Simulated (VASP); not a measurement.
Write the native input for VASP 6.6.1 that does the following.

```
Task                   : single point
Functional             : PBEsol
Potentials or basis    : VASP PAW PBE potentials, release 64 (Ni, Al)
Cutoff                 : 520 eV
k mesh                 : 8 × 8 × 8
Occupations            : fermi-dirac, width 0.05 eV
Spin                   : collinear spin, ferromagnetic start
Starting moments       : [1.0, 0.0] μB
Fixed moment           : 1 μB
Dipole correction      : no
Further INCAR settings : ALGO = Normal; EDIFF = 1e-06; NBANDS = 18
```

The structure of AlNi lies in POSCAR:

```
AlNi
1.0
    2.8810000000      0.0000000000      0.0000000000
    0.0000000000      2.8810000000      0.0000000000
    0.0000000000      0.0000000000      2.8810000000
Ni Al
1 1
Direct
    0.5000000000      0.5000000000      0.5000000000
    0.0000000000      0.0000000000      0.0000000000
```

The input as run:

INCAR

```
ALGO = Normal ; EDIFF = 1E-6
ENCUT = 520 ; GGA = PS
ISIF = 2 ; ISMEAR = -1
ISPIN = 2 ; LASPH = T
LCHARG = F ; LMAXMIX = 4
LORBIT = 11 ; LREAL = F
LWAVE = F ; MAGMOM = 1 0
NBANDS = 18 ; NELM = 150
NUPDOWN = 1.0 ; PREC = Accurate
SIGMA = 0.05
```

KPOINTS

```
k-points
0
Gamma
  8 8 8
```

Potentials or basis: VASP PAW PBE potentials, release 64 (Ni, Al).

Run with:

```console
$ cat potpaw_PBE.64/Ni/POTCAR potpaw_PBE.64/Al/POTCAR > POTCAR
$ mpirun -np 1 vasp_std > vasp.out
```

Results of the run:

The pressure is 0.7 GPa, the net moment is 1.00 μB per cell and the site moments are Ni +0.74; Al +0.06 μB. The valence electrons inside the program's atomic spheres are Ni 9.44; Al 0.80.

Caveat: the PAW data sets were made with another functional, which shifts forces and pressure a little; the total moment is fixed, so each spin has its own Fermi level.

Run time: 19 s on 1 thread of Intel(R) Xeon(R) Platinum 8488C (Sapphire Rapids), on a shared host, peak memory 0.16 GiB.
